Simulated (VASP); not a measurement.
# CdTeSe3 (P4mm) in VASP: notebook, part 2 of 2

VASP 6.6.1.

## Step 3: Single point, PBE

This run uses another cell than the first one, of 36.41 Å³/atom, 1.311 times its volume.

INCAR

```
SYSTEM = CdTeSe3
  PREC = Accurate
  ENCUT = 520
  EDIFF = 1E-6
  ISMEAR = 0
  SIGMA = 0.1
  LREAL = .FALSE.
  LASPH = .TRUE.
  NELM = 80
  ALGO = Normal
  ISIF = 2
  LWAVE = .FALSE.
  LCHARG = .FALSE.
  GGA = PE
  NBANDS = 26
```

KPOINTS

```
Automatic mesh
0
G
  4 4 4
  0 0 0
```

POSCAR

```
CdTeSe3
1.0
    5.4562180338      0.0000000000      0.0000000000
    0.0000000000      5.4562180338      0.0000000000
    0.0000000000      0.0000000000      6.1158206852
Cd Te Se
1 1 3
Direct
    0.0000000000      0.0000000000      1.3700572011
    0.5000000000      0.5000000000      0.5842822842
    0.0000000000      0.5000000000      0.4201263792
    0.5000000000      0.5000000000     -0.0219932237
    0.5000000000      0.0000000000      0.4201263792
```

Potentials or basis: VASP PAW PBE potentials, release 64 (Cd, Te, Se).

Run with:

```console
> cat potpaw_PBE.64/Cd/POTCAR potpaw_PBE.64/Te/POTCAR potpaw_PBE.64/Se/POTCAR > POTCAR
> mpirun -np 1 vasp_std > vasp.out
```

OUTCAR:

```text
SYSTEM = CdTeSe3
   PREC = Accurate
   ENCUT = 520
   EDIFF = 1E-6
   ISMEAR = 0
   LREAL = .FALSE.
   LASPH = .TRUE.
   NELM = 80
   ISIF = 2
   GGA = PE

 ion  position               nearest neighbor table
   1  0.000  0.000  0.370-   3 2.75   5 2.75   3 2.75   5 2.75
   2  0.500  0.500  0.584-   4 2.41   3 2.91   5 2.91   5 2.91   3 2.91
   3  0.000  0.500  0.420-   1 2.75   1 2.75   2 2.91   2 2.91
   4  0.500  0.500  0.978-   2 2.41
   5  0.500  0.000  0.420-   1 2.75   1 2.75   2 2.91   2 2.91

  LATTYP: Found a simple tetragonal cell.
 ALAT       =     5.4562180338
 C/A-ratio  =     1.1208900831
[... 715 lines left out ...]
  -------------------------------------------------------------------------------------
  Total        0.2307343      0.2307343      0.1415812      0.0000000      0.0000000      0.0000000
  in kB        2.0304141      2.0304141      1.2458848      0.0000000      0.0000000      0.0000000
  external PRESSURE =       1.7689043 kB  Pullay stress =       0.0000000 kB

 VOLUME and BASIS-vectors are now :
 -----------------------------------------------------------------------------
  energy-cutoff  :      520.00
  volume of cell :      182.07
      direct lattice vectors                 reciprocal lattice vectors
     5.456218034  0.000000000  0.000000000     0.183277133  0.000000000  0.000000000
     0.000000000  5.456218034  0.000000000     0.000000000  0.183277133  0.000000000
     0.000000000  0.000000000  6.115820685     0.000000000  0.000000000  0.163510353

 POSITION                                       TOTAL-FORCE (eV/Angst)
 -----------------------------------------------------------------------------------
      0.00000      0.00000      2.26320        -0.000000      0.000000     -0.011865
      2.72811      2.72811      3.57337        -0.000000     -0.000000     -0.035804
      0.00000      2.72811      2.56942         0.000000     -0.000000      0.010029
      2.72811      2.72811      5.98131        -0.000000      0.000000      0.027610
      2.72811      0.00000      2.56942         0.000000     -0.000000      0.010029
 -----------------------------------------------------------------------------------
    total drift:                               -0.000000     -0.000000      0.000092

  FREE ENERGIE OF THE ION-ELECTRON SYSTEM (eV)
  ---------------------------------------------------
  free  energy   TOTEN  =       -14.2835371009 eV

  energy  without entropy=      -14.2783519713  energy(sigma->0) =      -14.28094454
```

OSZICAR:

```text
N       E                     dE             d eps       ncg     rms          rms(c)
DAV:   1     0.217207926179E+03    0.21721E+03   -0.14852E+04   936   0.115E+03
DAV:   2     0.168090401061E+01   -0.21553E+03   -0.20773E+03  1144   0.238E+02
DAV:   3    -0.152147869405E+02   -0.16896E+02   -0.16758E+02  1106   0.671E+01
DAV:   4    -0.154760084345E+02   -0.26122E+00   -0.26092E+00  1104   0.866E+00
DAV:   5    -0.154808410243E+02   -0.48326E-02   -0.48321E-02  1172   0.117E+00    0.141E+01
DAV:   6    -0.143156794114E+02    0.11652E+01   -0.19608E+00  1014   0.959E+00    0.734E+00
DAV:   7    -0.142918184074E+02    0.23861E-01   -0.61251E-01  1072   0.345E+00    0.593E+00
DAV:   8    -0.142828302648E+02    0.89881E-02   -0.22796E-02  1120   0.101E+00    0.342E+00
DAV:   9    -0.142828376912E+02   -0.74265E-05   -0.79211E-03  1018   0.485E-01    0.858E-01
DAV:  10    -0.142830804137E+02   -0.24272E-03   -0.13305E-03  1018   0.220E-01    0.462E-01
DAV:  11    -0.142834150076E+02   -0.33459E-03   -0.41938E-04   988   0.101E-01    0.932E-02
DAV:  12    -0.142835002732E+02   -0.85266E-04   -0.41396E-05  1018   0.337E-02    0.302E-02
DAV:  13    -0.142835314439E+02   -0.31171E-04   -0.24251E-05   974   0.289E-02    0.402E-02
DAV:  14    -0.142835371389E+02   -0.56950E-05   -0.61169E-06   986   0.141E-02    0.180E-02
DAV:  15    -0.142835371009E+02    0.38046E-07   -0.61988E-07   784   0.551E-03
   1 F= -.14283537E+02 E0= -.14280945E+02  d E =-.518513E-02
```

stdout:

```text
POSCAR found type information on POSCAR CdTeSe
 POSCAR found :  3 types and       5 ions
 scaLAPACK will be used
 LDA part: xc-table for (Slater+PW92), standard interpolation
 POSCAR, INCAR and KPOINTS ok, starting setup
 FFT: planning ... GRIDC
 FFT: planning ... GRID_SOFT
 FFT: planning ... GRID
 WAVECAR not read
 entering main loop
```

Wall time 63 s (1 thread of Intel Xeon Platinum 8488C (Sapphire Rapids), shared host); peak memory 0.32 GiB.

What came out:

```yaml
Free_energy: -14.2835 eV
Pressure: 0.2 GPa
Largest_force: 0.036 eV/Å
Band_gap_on_the_k_mesh: zero (band 18 reaches 1.44 eV, above the bottom of band 19 at 0.65 eV)
```

Forces in eV/Å, atoms in the order of the input:
```
Cd   0.000  0.000 -0.012
Te   0.000  0.000 -0.036
Se   0.000  0.000  0.010
Se   0.000  0.000  0.028
Se   0.000  0.000  0.010
```

Stress tensor (GPa, compression positive):
```
0.20 0.00 0.00
0.00 0.20 0.00
0.00 0.00 0.12
```

Caveat: spin-orbit coupling is left out, which moves the levels of the heavy elements.
